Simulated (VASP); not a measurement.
Write the native input for VASP 6.6.1 that does the following.

- Task: single point
- Functional: PBEsol
- Potentials or basis: VASP PAW PBE potentials, release 64 (Ni, O)
- Cutoff: 520 eV
- k mesh: 11 × 11 × 11
- Occupations: fermi-dirac, width 0.05 eV
- Spin: collinear spin, ferromagnetic start
- Starting moments: [1.0, 0.0] μB
- Dipole correction: no
- Further INCAR settings: ALGO = Normal; EDIFF = 1e-06; NBANDS = 19

The structure of NiO lies in POSCAR:

```
NiO
1.0
    0.0000000000      2.0859016414      2.0859016414
    2.0859016414      0.0000000000      2.0859016414
    2.0859016414      2.0859016414      0.0000000000
Ni O
1 1
Direct
   -0.0003700000     -0.0167360000      0.0195200000
    0.5030520000      0.4931530000      0.4960460000
```

This cell differs from its parent crystal: atoms moved at random.

These files were run (other wordings do the same):

INCAR

```
PREC = Accurate
ENCUT = 520
EDIFF = 1E-6
ISMEAR = -1
SIGMA = 0.05
LREAL = F
LASPH = T
NELM = 150
ALGO = Normal
ISIF = 2
LWAVE = F
LCHARG = F
ISPIN = 2
MAGMOM = 1 0
LORBIT = 11
LMAXMIX = 4
GGA = PS
NBANDS = 19
```

KPOINTS

```
regular mesh
0
Gamma
  11 11 11
```

Potentials or basis: VASP PAW PBE potentials, release 64 (Ni, O).

Run with:

```sh
$ cat potpaw_PBE.64/Ni/POTCAR potpaw_PBE.64/O/POTCAR > POTCAR
$ mpirun -np 1 vasp_std > vasp.out
```

Results of the run:

```
Pressure                                              : -7.1 GPa
Largest force                                         : 0.189 eV/Å
Net moment                                            : 1.36 μB per cell
Site moments                                          : Ni +1.13; O +0.19 μB
Valence electrons inside the program's atomic spheres : Ni 9.04; O 4.93
```

Caveat: the cell differs from its parent crystal (atoms moved at random); the cell stands under tension; the PAW data sets were made with another functional, which shifts forces and pressure a little; a cell with one magnetic atom can't hold antiferromagnetic order, which such compounds often take.

Wall time 13 min on 1 thread of AMD EPYC 7R43 64-Core Processor (Zen 3), on a shared host, peak memory 0.4 GiB.
